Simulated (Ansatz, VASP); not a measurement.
**W in VASP and in Ansatz**

File INCAR:

```
PREC = Accurate
ENCUT = 520
EDIFF = 1E-7
ISMEAR = 0
SIGMA = 0.1
LREAL = False
LASPH = True
NELM = 80
ALGO = Fast
ISIF = 2
LWAVE = False
LCHARG = True
GGA = PS
LELF = True
LVHAR = True
NBANDS = 36
```

The input KPOINTS:

```
regular mesh
0
Gamma
  18 18 6
```

POSCAR

```
W
1.0
    2.9397068771      0.0000000000      0.0000000000
   -1.4698534385      2.5458608352      0.0000000000
    0.0000000000      0.0000000000      9.6388242213
W
4
Direct
    0.0000000000      0.0000000000      0.0000000000
    0.3333333300      0.6666666700      0.2500000000
    0.0000000000      0.0000000000      0.5000000000
    0.6666666700      0.3333333300      0.7500000000
```

Input for Ansatz:

```yaml
crystal:
  lattice:
    - [2.9397068771, 0.0, 0.0]
    - [-1.4698534385, 2.5458608352, 0.0]
    - [0.0, 0.0, 9.6388242213]
  atoms:
    - { symbol: W, position: [0.0, 0.0, 0.0] }
    - { symbol: W, position: [0.33333333, 0.66666667, 0.25] }
    - { symbol: W, position: [0.0, 0.0, 0.5] }
    - { symbol: W, position: [0.66666667, 0.33333333, 0.75] }
basis:
  ecutwfc: 420
kpoints:
  mp_grid: { grid: [18, 18, 6] }
hamiltonian:
  xc: pbesol
scf:
  occupations: { method: gaussian, width: 0.1 }
output:
  forces: true
  stress: true
  eigenvalues: true
```

Alike in both runs: task single point; functional PBEsol; k mesh 18 × 18 × 6; occupations gaussian, width 0.1 eV; no spin polarisation.

|  | VASP | Ansatz |
| --- | --- | --- |
| version | VASP 6.6.1 | Ansatz 0.2.0 |
| potentials or method | VASP PAW PBE potentials, release 64 (W_sv), cutoff 520 eV | scalar-relativistic, plane waves, PAW |
| valence electrons in the cell | 56 | 56 |

|  | VASP | Ansatz | Ansatz less VASP |
| --- | --- | --- | --- |
| gap on the k mesh at the Fermi level (eV) | none | none | - |
| pressure (GPa) | -28.4 | -28.7 | -0.24 |
| traceless stress, the component that is largest in VASP (GPa) | 7.37 | 7.32 | -0.050 |

VASP's potentials were made for PBE, not for PBEsol. A gap of «none» marks a metal or a gap that the smearing closes. Both programs put the cell under strong tension, so it lies far from rest at this level.

Spin-orbit coupling is off throughout.
